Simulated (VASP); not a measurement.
Wanted: the native input for a VASP 6.6.1 run.

```yaml
Task: single point
Functional: PBE
Potentials_or_basis: VASP PAW PBE potentials, release 64 (Pb_d, Se)
Cutoff: 520 eV
k_mesh: 6 × 6 × 6
Occupations: tetrahedron
Spin: non-collinear spin, zero start, spin-orbit coupling
Starting_moments: "[[0.0, 0.0, 0.0], [0.0, 0.0, 0.0]] μB"
Dipole_correction: no
Further_INCAR_settings: ALGO = Normal; EDIFF = 1e-06; NBANDS = 32
```

The structure of PbSe (Clausthalite) lies in POSCAR:

```
PbSe
1.0
    0.0000000000      3.0606500000      3.0606500000
    3.0606500000      0.0000000000      3.0606500000
    3.0606500000      3.0606500000      0.0000000000
Pb Se
1 1
Direct
    0.0000000000      0.0000000000      0.0000000000
    0.5000000000      0.5000000000      0.5000000000
```

These files were run (other wordings do the same):

INCAR

```
SYSTEM = PbSe
ALGO     = Normal         ! electronic algorithm
EDIFF    = 1E-6           ! SCF threshold, eV
ENCUT    = 520            ! plane-wave cutoff, eV
GGA      = PE             ! functional
GGA_COMPAT= .False.      
ISIF     = 2              ! what is computed and relaxed
ISMEAR   = -5             ! smearing method
LASPH    = .True.         ! aspherical terms in the spheres
LCHARG   = .True.         ! write CHGCAR
LORBIT   = 11             ! projections on sites
LORBMOM  = .True.       
LREAL    = .False.        ! projectors in reciprocal space
LSORBIT  = .True.         ! spin-orbit coupling
LVHAR    = .True.       
LWAVE    = .False.        ! write WAVECAR
MAGMOM   = 0 0 0 0 0 0    ! initial moments
NBANDS   = 32             ! bands
NELM     = 150            ! most SCF steps
PREC     = Accurate       ! precision mode
SIGMA    = 0.05           ! smearing width, eV
```

KPOINTS

```
k-points
0
Gamma
  6 6 6
  0 0 0
```

Potentials or basis: VASP PAW PBE potentials, release 64 (Pb_d, Se).

Run with:

```bash
$ cat potpaw_PBE.64/Pb_d/POTCAR potpaw_PBE.64/Se/POTCAR > POTCAR
$ mpirun -np 1 vasp_ncl > vasp.out
```

Results of the run:

| Property | Result |
| --- | --- |
| Pressure | 1.8 GPa |
| Net moment | 0.00 μB per cell |
| Valence electrons inside the program's atomic spheres | Pb 11.87; Se 3.81 |

Wall time 98 s on 1 thread of Intel Xeon 6975P-C, with other jobs on the host, peak memory 0.32 GiB.
